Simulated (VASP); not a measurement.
## C18N: single point with PBE+D3(BJ)

System: C18N, a slab with vacuum.

```xyz
19
Lattice="7.3980 0.0000 0.0000 -3.6990 6.4069 0.0000 0.0000 0.0000 12.0000" Properties=species:S:1:pos:R:3 pbc="T T T"
C     0.0632   -0.0588    1.0389
C     1.1963    0.7223    0.7709
C    -1.2523    2.0928    1.0532
C    -0.0209    2.7960    0.9414
C    -2.4789    4.2351    0.8241
C    -1.2914    4.9535    0.9688
C     2.4133   -0.0211    0.9709
C     3.6053    0.7767    1.0718
C     1.2593    2.1840    0.7432
C     2.4544    2.8970    0.7826
C    -0.0269    4.2297    0.9888
C     1.1556    4.9175    1.2379
C     4.7952   -0.0956    1.4924
C     6.1527    0.6227    1.2798
C     3.6842    2.1369    0.8283
C     4.9738    2.8427    0.9604
C     2.4280    4.2626    1.0764
C     3.6374    4.9657    0.9525
N     5.5860    0.4054    2.5157
```

```json
{
  "Program": "VASP 6.6.1",
  "Task": "single point",
  "Functional": "PBE",
  "Dispersion": "D3(BJ)",
  "Potentials or basis": "VASP PAW PBE potentials, release 64 (C, N)",
  "Cutoff": "520 eV",
  "k mesh": "2 × 2 × 1",
  "Occupations": "fermi-dirac, width 0.02 eV",
  "Spin": "collinear spin, ferromagnetic start",
  "Starting moments": "[0.0, 0.0, 0.0, 0.0, 0.0, 0.0, 0.0, 0.0, 0.0, 0.0, 0.0, 0.0, 0.0, 0.0, 0.0, 0.0, 0.0, 0.0, 1.0] μB",
  "Dipole correction": "no",
  "Further INCAR settings": "LREAL = Auto; ALGO = Normal; EDIFF = 1e-06; NBANDS = 58"
}
```

The largest force is 3.931 eV/Å and the net moment is 0.50 μB per cell. The site moments are C +0.01, +0.00, -0.00, -0.01, +0.02, -0.02 (each value once); N +0.34 μB and the valence electrons inside the program's atomic spheres are C 2.65, 2.62, 2.63, 2.64, 2.60, 2.67, 2.66 (each value once); N 3.80. The dispersion energy per atom is -0.089 eV.

Forces in eV/Å, atoms in the order of the input:
```
C   -3.041  1.051 -1.280
C    1.536 -0.471  1.013
C    0.829  0.111 -0.949
C    0.330  0.883 -0.673
C   -0.767  1.030  1.133
C    1.167  0.341 -0.255
C    0.245  1.521 -1.045
C    0.265 -3.235 -0.103
C   -1.953 -2.148  0.790
C    0.199 -1.547  0.346
C   -1.438 -0.200  0.629
C    0.777 -1.324 -1.200
C   -0.799  2.545 -1.659
C    2.365  2.178 -0.881
C    0.649  0.745  1.132
C   -2.196 -1.612 -0.792
C   -1.070  0.921 -0.510
C    2.997 -0.535  0.380
N   -0.095 -0.257  3.921
```

Levels at points of the mesh, in eV from the Fermi level:
Spin up:
| k point | band 35 | band 36 | band 37 | band 38 | band 39 | band 40 | band 41 | band 42 | band 43 | band 44 |
| --- | --- | --- | --- | --- | --- | --- | --- | --- | --- | --- |
| (0.00, 0.00, 0.00) | -2.85 | -2.72 | -1.04 | -0.55 | 0.10 | 0.24 | 1.47 | 3.67 | 3.89 | 4.41 |
| (0.50, 0.00, 0.00) | -2.45 | -2.26 | -2.01 | -0.91 | -0.63 | 1.03 | 1.95 | 2.51 | 3.09 | 3.97 |
| (0.00, 0.50, 0.00) | -2.45 | -2.28 | -1.88 | -1.38 | -0.96 | 1.73 | 1.98 | 2.58 | 2.75 | 4.13 |
| (0.50, 0.50, 0.00) | -2.44 | -2.22 | -1.98 | -1.33 | -0.98 | 1.78 | 2.32 | 2.58 | 2.61 | 4.05 |
Spin down:
```csv
k point,band 36,band 37,band 38,band 39,band 40,band 41
"(0.00, 0.00, 0.00)",-2.69,-0.51,-0.11,0.13,0.34,1.49
"(0.50, 0.00, 0.00)",-2.27,-1.90,-0.80,0.29,1.05,1.94
"(0.00, 0.50, 0.00)",-2.28,-1.79,-1.32,-0.01,1.74,2.03
"(0.50, 0.50, 0.00)",-2.23,-1.87,-1.32,0.01,1.80,2.36
```

It took 7.2 min on 1 thread of Intel(R) Xeon(R) 6975P-C (Granite Rapids) (shared host), peak memory 0.84 GiB.

Caveat: the k points lie up to 0.49 Å⁻¹ apart; the atoms stand as in a frame of molecular dynamics; there is no dipole correction, which matters where the two faces differ.
